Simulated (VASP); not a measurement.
Input of a VASP 6.6.1 run:

Contents of INCAR:

```
SYSTEM = Ba2Os
PREC = Accurate
ENCUT = 520
EDIFF = 1E-6
ISMEAR = -1
SIGMA = 0.1
LREAL = .False.
LASPH = .True.
NELM = 100
ALGO = Normal
ISIF = 2
LWAVE = .False.
LCHARG = .False.
GGA = PS
NBANDS = 21
```

Contents of KPOINTS:

```
regular mesh
0
Gamma
  5 5 5
  0 0 0
```

POSCAR

```
Ba2Os
1.0
    0.0000000000      3.6475075424      0.0000001245
    3.6475075424      0.0000000000      0.0000001245
    1.8237540240      1.8237540240     -7.4053933451
Os Ba
1 2
Direct
    0.0000000000      0.0000000000      0.0000000000
    0.3797164642      0.3797164642      0.2405670715
    0.6202835358      0.6202835358      0.7594329285
```

Potentials or basis: VASP PAW PBE potentials, release 64 (Os, Ba_sv).

Run with:

```console
$ cat potpaw_PBE.64/Os/POTCAR potpaw_PBE.64/Ba_sv/POTCAR > POTCAR
$ mpirun -np 1 vasp_std > vasp.out
```

(1) Estimate the largest force.

(2) Estimate the pressure.

(3) Predict the band gap on the k mesh.

Answers

(1) 0.264 eV/Å.

(2) 1.6 GPa.

(3) zero (band 14 reaches 3.16 eV, above the bottom of band 15 at 3.08 eV).

Caveat: the PAW data sets were made with another functional, which shifts forces and pressure a little; spin-orbit coupling is left out, which moves the levels of the heavy elements.
